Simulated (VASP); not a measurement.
**Mo3H: single point with PBE**

System: Mo3H, a slab with vacuum.

```
Mo H
1.0
     2.73705    0.00000    0.00000
    -0.91235    2.58051    0.00000
     0.00000    0.00000   21.30824
Mo H
3 1
Direct
  0.50000 0.50000 0.18772
  0.00000 0.00000 0.28882
  0.50000 0.50000 0.38991
  0.50000 0.50000 0.50301
```

```json
{
  "Program": "VASP 6.6.1",
  "Task": "single point",
  "Functional": "PBE",
  "Potentials or basis": "VASP PAW PBE potentials, release 64 (Mo_sv, H)",
  "Cutoff": "520 eV",
  "k mesh": "10 × 10 × 1",
  "Occupations": "gaussian, width 0.1 eV",
  "Spin": "collinear spin",
  "Starting moments": "[0.0, 0.0, 0.0, 1.0] μB",
  "Dipole correction": "yes",
  "Further INCAR settings": "ALGO = Normal; EDIFF = 1e-06; NBANDS = 34"
}
```

```
Largest force                                         : 2.031 eV/Å
Net moment                                            : 0.33 μB per cell
Site moments                                          : Mo +0.00, +0.01 (each value once); H +0.12 μB
Valence electrons inside the program's atomic spheres : Mo 12.41, 12.55, 12.38; H 0.38
```

Forces in eV/Å, atoms in the order of the input:
```
Mo   0.000  0.000  0.144
Mo   0.000  0.000 -0.473
Mo   0.000  0.000  2.031
H    0.000  0.000 -1.701
```

Levels at points of the mesh, in eV from the Fermi level:
Spin up:
```tsv
k point	band 20	band 21	band 22	band 23	band 24	band 25
(0.00, 0.00, 0.00)	-1.25	-0.80	-0.80	0.72	1.36	1.46
(0.50, 0.00, 0.00)	-0.26	0.34	1.43	1.64	1.77	2.20
(0.50, 0.50, 0.00)	-0.18	0.36	1.16	1.73	2.91	3.02
```
Spin down:
```tsv
k point	band 18	band 19	band 20	band 21	band 22	band 23	band 24	band 25	band 26	band 27
(0.00, 0.00, 0.00)	-2.14	-1.40	-1.23	-0.80	-0.75	0.80	1.38	1.47	1.53	1.70
(0.50, 0.00, 0.00)	-2.41	-1.16	0.34	0.39	1.47	1.64	1.78	2.21	2.30	2.76
(0.50, 0.50, 0.00)	-2.70	-0.18	0.33	0.35	1.24	2.01	2.91	3.03	3.64	4.03
```

Wall time 18 min on 1 thread of Intel Xeon 8259CL, with other jobs on the host, peak memory 0.42 GiB.

Caveat: a moment this small can come from the mesh or the smearing.
